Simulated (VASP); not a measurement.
Input of a VASP 6.6.1 run:

The input INCAR:

```
PREC = Accurate
ENCUT = 520
EDIFF = 1E-6
ISMEAR = 0
SIGMA = 0.05
LREAL = False
LASPH = True
NELM = 80
ALGO = Normal
ISIF = 2
LWAVE = False
LCHARG = False
GGA = PE
IVDW = 12
NBANDS = 49
```

File KPOINTS:

```
regular mesh
0
Gamma
  9 9 2
```

File POSCAR:

```
SnO2
1.0
   -3.2372529198      0.0000000000      0.0000000000
   -1.6186264599     -2.8035432670      0.0000000000
   -1.9423517519     -1.1214173069     14.3754773976
Sn O
3 6
Direct
    0.4875415099      0.4875415099      0.4478128920
    0.9402955951     -0.0597044049      0.1492610123
    0.0347874246      0.0347874246      0.7463647718
    0.5793999456      0.5793999456      0.2181668027
    0.6738917751     -0.3261082249      0.8152705622
    0.1266458604      0.1266458604      0.5167186824
    0.3956830741      0.3956830741      0.6774589813
    0.8484371594     -0.1515628406      0.3789071016
    0.3011912446      0.3011912446      0.0803552219
```

Potentials or basis: VASP PAW PBE potentials, release 64 (Sn_d, O).

Run with:

```bash
$ cat potpaw_PBE.64/Sn_d/POTCAR potpaw_PBE.64/O/POTCAR > POTCAR
$ mpirun -np 1 vasp_std > vasp.out
```

Task: What does it give for the dispersion energy per atom?

Result: -0.182 eV.

Task: What does it give for the band gap on the k mesh?

Result: 1.86 eV, indirect (least direct gap 1.99 eV).

Task: Predict the pressure.

Result: 0.3 GPa.

Task: Estimate the largest force.

Result: 0.261 eV/Å.

Forces on the atoms (eV/Å):
```
Sn   0.000  0.000  0.000
Sn  -0.001 -0.001  0.119
Sn   0.001  0.001 -0.119
O    0.000  0.000  0.066
O   -0.002 -0.001  0.261
O    0.000  0.000  0.055
O    0.000  0.000 -0.066
O    0.000  0.000 -0.055
O    0.002  0.001 -0.261
```

Caveat: spin-orbit coupling is left out, which moves the levels of the heavy elements. A hybrid or GW would open this gap; PBE tends to underestimate it.
